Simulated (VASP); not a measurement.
# I (Pm-3m) in VASP: a series of runs

I is run at these levels: PBEsol; tasks: single point.

Program: VASP 6.6.1. These are calculated values, not measurements. Logs are shortened: lines on timing, memory, paths and dates and some standing lists are left out, and cuts for length are marked.

**1. The cell of the first run**

The structure is cubic, space group Pm-3m (No. 221). Conventional cell: a = 2.770 Å, b = 2.770 Å, c = 2.770 Å, α = 90.00°, β = 90.00°, γ = 90.00°. I (site symmetry m-3m) has 6 I at 2.77 Å within 3.7 Å.

**2. Single point, PBEsol (volume scaled by 0.55)**

INCAR

```
SYSTEM = I
PREC = Accurate
ENCUT = 520
EDIFF = 1E-7
ISMEAR = -1
SIGMA = 0.1
LREAL = .False.
LASPH = .True.
NELM = 100
ALGO = Normal
ISIF = 2
LWAVE = .False.
LCHARG = .False.
GGA = PS
NBANDS = 10
```

KPOINTS

```
Automatic mesh
0
Gamma
  11 11 11
  0 0 0
```

POSCAR

```
I
1.0
    2.7704134764      0.0000000000      0.0000000000
    0.0000000000      2.7704134764      0.0000000000
    0.0000000000      0.0000000000      2.7704134764
I
1
Direct
    0.0000000000      0.0000000000      0.0000000000
```

Potentials or basis: VASP PAW PBE potentials, release 64 (I).

Started as:

```
$ cat potpaw_PBE.64/I/POTCAR > POTCAR
$ mpirun -np 1 vasp_std > vasp.out
```

OUTCAR:

```text
SYSTEM = I
   PREC = Accurate
   ENCUT = 520
   EDIFF = 1E-7
   ISMEAR = -1
   LREAL = .False.
   LASPH = .True.
   NELM = 100
   ISIF = 2
   GGA = PS

 ion  position               nearest neighbor table
   1  0.000  0.000  0.000-

  LATTYP: Found a simple cubic cell.
 ALAT       =     2.7704134764

  Lattice vectors:

 A1 = (   2.7704134764,   0.0000000000,   0.0000000000)
 A2 = (   0.0000000000,   2.7704134764,   0.0000000000)
 A3 = (   0.0000000000,   0.0000000000,   2.7704134764)

Analysis of symmetry for initial positions (statically):
=====================================================================
 Subroutine PRICEL returns:
 Original cell was already a primitive cell.

 Routine SETGRP: Setting up the symmetry group for a
 simple cubic supercell.

 Subroutine GETGRP returns: Found 48 space group operations
[... 9 lines left out ...]

 Routine SETGRP: Setting up the symmetry group for a
 simple cubic supercell.

 Subroutine GETGRP returns: Found 48 space group operations
[... 11 lines left out ...]
                                     Primitive cell

  volume of cell :      21.2635

  direct lattice vectors                    reciprocal lattice vectors
     2.770413476  0.000000000  0.000000000     0.360956950  0.000000000  0.000000000
     0.000000000  2.770413476  0.000000000     0.000000000  0.360956950  0.000000000
     0.000000000  0.000000000  2.770413476     0.000000000  0.000000000  0.360956950

  length of vectors
     2.770413476  2.770413476  2.770413476     0.360956950  0.360956950  0.360956950

  position of ions in fractional coordinates (direct lattice)
     0.000000000  0.000000000  0.000000000

  ion indices of the primitive-cell ions
   primitive index   ion index
                 1           1

----------------------------------------------------------------------------------------

 KPOINTS: Automatic mesh

Automatic generation of k-mesh.
 Grid dimensions read from file:
 generate k-points for:   11   11   11

 Generating k-lattice:

  Cartesian coordinates                     Fractional coordinates (reciprocal lattice)
     0.032814268  0.000000000  0.000000000     0.090909091  0.000000000  0.000000000
     0.000000000  0.032814268  0.000000000     0.000000000  0.090909091  0.000000000
     0.000000000  0.000000000  0.032814268     0.000000000  0.000000000  0.090909091

  Length of vectors
     0.032814268  0.032814268  0.032814268

  Shift w.r.t. Gamma in fractional coordinates (k-lattice)
     0.000000000  0.000000000  0.000000000

 Subroutine IBZKPT returns following result:
 ===========================================

 Found     56 irreducible k-points:

 Following reciprocal coordinates:
            Coordinates               Weight
  0.000000  0.000000  0.000000      1.000000
  0.090909  0.000000  0.000000      6.000000
  0.181818  0.000000  0.000000      6.000000
  0.272727  0.000000  0.000000      6.000000
  0.363636  0.000000  0.000000      6.000000
  0.454545  0.000000  0.000000      6.000000
[... 16 lines left out ...]
  0.181818  0.090909  0.090909     24.000000
  0.272727  0.090909  0.090909     24.000000
 [... further k-points ...]
   k-points           NKPTS =     56   k-points in BZ     NKDIM =     56   number of bands    NBANDS=     10
   number of dos      NEDOS =    301   number of ions     NIONS =      1
   total plane-waves  NPLWV =  13824
   dimension x,y,z NGX =    24 NGY =   24 NGZ =   24
   dimension x,y,z NGXF=    48 NGYF=   48 NGZF=   48
   ions per type =               1
   NGX,Y,Z   is equivalent  to a cutoff of  14.40, 14.40, 14.40 a.u.
   NGXF,Y,Z  is equivalent  to a cutoff of  28.80, 28.80, 28.80 a.u.
 SYSTEM =  I
   PREC   = accura    normal or accurate (medium, high low for compatibility)
   ISTART =      0    job   : 0-new  1-cont  2-samecut
   ICHARG =      2    charge: 1-file 2-atom 10-const
   ISPIN  =      1    spin polarized calculation?
   LNONCOLLINEAR =      F non collinear calculations
   LSORBIT =      F    spin-orbit coupling
   LASPH  =      T    aspherical Exc in radial PAW
   ENCUT  =  520.0 eV  38.22 Ry    6.18 a.u.   5.15  5.15  5.15*2*pi/ulx,y,z
   NELM   =    100;   NELMIN=  2; NELMDL= -5     # of ELM steps
   EDIFF  = 0.1E-06   stopping-criterion for ELM
   LREAL  =      F    real-space projection
   EDIFFG = 0.1E-05   stopping-criterion for IOM
   NSW    =      0    number of steps for IOM
   IBRION =     -1    ionic relax: 0-MD 1-quasi-New 2-CG
   NFREE  =      0    steps in history (QN), initial steepest desc. (CG)
   ISIF   =      2    stress and relaxation
   ISYM   =      2    0-nonsym 1-usesym 2-fastsym
   POTIM  = 0.5000    time-step for ionic-motion
   TEBEG  =    0.0;   TEEND  =   0.0 temperature during run
   PSTRESS=    0.0 pullay stress
   NELECT =       7.0000    total number of electrons
   NUPDOWN=      -1.0000    fix difference up-down
   EMIN   =  10.00;   EMAX   =-10.00  energy-range for DOS
   EFERMI =   0.00;   METHOD = LEGACY
   ISMEAR =    -1;   SIGMA  =   0.10  broadening in eV -4-tet -1-fermi 0-gaus
   EFERMI_NEDOS =   21; number of points for ismear=-14 and -15
   IALGO  =     38    algorithm
   IMIX   =      4    mixing-type and parameters
     AMIX     =   0.40;   BMIX     =  1.00
     AMIX_MAG =   1.60;   BMIX_MAG =  1.00
  volume/ion in A,a.u.               =      21.26       143.49
  Fermi-wavevector in a.u.,A,eV,Ry     =   1.130393  2.136134 17.385376  1.277789
  Thomas-Fermi vector in A             =   2.267090
   LORBIT       =      0    0 simple, 1 ext, 2 COOP (PROOUT), +10 PAW based schemes
   GGA     = PS    functional components
   LHFCALC =     F    Hartree Fock is set to
   AEXX    =    0.0000 exact exchange contribution
   IVDW    =     0    specifies the selected vdW correction
   LEPSILON=     F    determine dielectric tensor
   LRPA    =     F    only Hartree local field effects (RPA)
 non-spin polarized calculation
  energy-cutoff  :      520.00
  volume of cell :       21.26
 maximum number of plane-waves:       587
 NGX is ok and might be reduce to    24
   NGX = 11   NGY = 11   NGZ = 11

 number of electron       7.0000000 magnetization

 Free energy of the ion-electron system (eV)
  ---------------------------------------------------
  ext. energy  EPLUGINS =         0.00000000
  ---------------------------------------------------
  free energy    TOTEN  =         0.83700596 eV

  energy without entropy =        0.85791777  energy(sigma->0) =        0.84746187

 E-fermi :  13.7811     XC(G=0): -11.4565

 val. band max:       13.7605030189   @ k =   0.1818   0.0000   0.0000
 cond. band min:      13.8800834068   @ k =   0.3636   0.0909   0.0909
 fundamental gap:      0.1195803879
 Fermi energy:        13.7810888000

 k-point     1 :       0.0000    0.0000    0.0000
  band No.  band energies     occupation
      1      -6.2249      2.00000
      2      13.2075      1.99357
      3      13.2075      1.99357
      4      13.2075      1.99357
      5      17.9914      0.00000
      6      17.9914      0.00000
      7      20.5157      0.00000
      8      32.4597      0.00000
      9      32.4597      0.00000
     10      32.4597      0.00000

 k-point     2 :       0.0909    0.0000    0.0000
  band No.  band energies     occupation
      1      -6.0765      2.00000
      2      11.5661      2.00000
      3      13.3505      1.97339
      4      13.3505      1.97339
      5      18.1078      0.00000
      6      19.0769      0.00000
      7      21.4159      0.00000
      8      31.0446      0.00000
      9      31.0446      0.00000
     10      31.1810      0.00000

 k-point     3 :       0.1818    0.0000    0.0000
  band No.  band energies     occupation
      1      -5.6393      2.00000
      2       8.8445      2.00000
      3      13.7605      1.10257
      4      13.7605      1.10257
      5      18.4532      0.00000
      6      19.9278      0.00000
      7      24.2901      0.00000
      8      28.8582      0.00000
      9      28.8582      0.00000
     10      28.9994      0.00000

 k-point     4 :       0.2727    0.0000    0.0000
  band No.  band energies     occupation
      1      -4.9461      2.00000
      2       6.2352      2.00000
      3      14.3723      0.00540
      4      14.3723      0.00540
      5      19.0124      0.00000
      6      20.6427      0.00000
      7      26.8205      0.00000
      8      26.8205      0.00000
      9      26.9055      0.00000
     10      27.3122      0.00000

 k-point     5 :       0.3636    0.0000    0.0000
  band No.  band energies     occupation
      1      -4.0967      2.00000
      2       4.0531      2.00000
      3      15.0455      0.00001
      4      15.0455      0.00001
      5      19.7308      0.00000
      6      21.5209      0.00000
      7      25.1305      0.00000
      8      25.1753      0.00000
      9      25.1753      0.00000
     10      26.3614      0.00000

 k-point     6 :       0.4545    0.0000    0.0000
  band No.  band energies     occupation
      1      -3.3900      2.00000
      2       2.6668      2.00000
      3      15.5249      0.00000
      4      15.5249      0.00000
      5      20.3915      0.00000
      6      22.4817      0.00000
      7      23.9350      0.00000
      8      24.2054      0.00000
      9      24.2054      0.00000
     10      24.8523      0.00000
[... 183 lines left out ...]
 k-point    21 :       0.4545    0.4545    0.0000
  band No.  band energies     occupation
      1      -0.3758      2.00000
      2       4.9462      2.00000
      3       5.0580      2.00000
      4      12.7979      1.99989
      5      17.9161      0.00000
      6      24.8082      0.00000
      7      25.8198      0.00000
      8      26.5770      0.00000
      9      26.6770      0.00000
     10      26.7371      0.00000

 k-point    22 :       0.0909    0.0909    0.0909
  band No.  band energies     occupation
      1      -5.7796      2.00000
      2      11.7008      2.00000
      3      11.7008      2.00000
      4      12.1791      2.00000
      5      20.2065      0.00000
      6      20.2065      0.00000
      7      22.2815      0.00000
      8      28.7285      0.00000
      9      28.7285      0.00000
     10      30.1001      0.00000

 k-point    23 :       0.1818    0.0909    0.0909
  band No.  band energies     occupation
      1      -5.3419      2.00000
      2       9.1121      2.00000
      3      12.1015      2.00000
      4      12.4779      2.00000
      5      20.5525      0.00000
      6      21.5638      0.00000
      7      24.2581      0.00000
      8      26.3208      0.00000
      9      27.3606      0.00000
     10      29.7838      0.00000

 k-point    24 :       0.2727    0.0909    0.0909
  band No.  band energies     occupation
      1      -4.6479      2.00000
      2       6.5108      2.00000
      3      12.7062      1.99996
      4      13.1225      1.99724
      5      21.0882      0.00000
      6      21.8619      0.00000
      7      24.1930      0.00000
      8      24.9077      0.00000
      9      28.4412      0.00000
     10      29.9958      0.00000

 [... further k-points ...]

------------------------ aborting loop because EDIFF is reached ----------------------------------------

  FORCE on cell =-STRESS in cart. coord.  units (eV):
  Direction    XX          YY          ZZ          XY          YZ          ZX
  --------------------------------------------------------------------------------------
  -------------------------------------------------------------------------------------
  Total        9.3775679      9.3775679      9.3775679      0.0000000      0.0000000      0.0000000
  in kB      706.5892493    706.5892493    706.5892493      0.0000000      0.0000000      0.0000000
  external PRESSURE =     706.5892493 kB  Pullay stress =       0.0000000 kB

 VOLUME and BASIS-vectors are now :
 -----------------------------------------------------------------------------
  energy-cutoff  :      520.00
  volume of cell :       21.26
      direct lattice vectors                 reciprocal lattice vectors
     2.770413476  0.000000000  0.000000000     0.360956950  0.000000000  0.000000000
     0.000000000  2.770413476  0.000000000     0.000000000  0.360956950  0.000000000
     0.000000000  0.000000000  2.770413476     0.000000000  0.000000000  0.360956950

 POSITION                                       TOTAL-FORCE (eV/Angst)
 -----------------------------------------------------------------------------------
      0.00000      0.00000      0.00000         0.000000      0.000000      0.000000
 -----------------------------------------------------------------------------------
    total drift:                               -0.000000      0.000000      0.000000

  FREE ENERGIE OF THE ION-ELECTRON SYSTEM (eV)
  ---------------------------------------------------
  free  energy   TOTEN  =         0.8370059633 eV

  energy  without entropy=        0.8579177689  energy(sigma->0) =        0.84746187
```

Wall time 7.3 s (1 thread of Intel Xeon Platinum 8259CL at 2.50GHz (Skylake/Cascade Lake), shared host); peak memory 0.14 GiB.

Results:

* Free energy: 0.8370 eV
* Pressure: 70.7 GPa

Caveat: the PAW data sets were made with another functional, which shifts forces and pressure a little; spin-orbit coupling is left out, which moves the levels of the heavy elements; an odd number of electrons without spin polarisation forces a metal; a magnetic or distorted state may lie lower.

(Continued in part 2 of 2.)
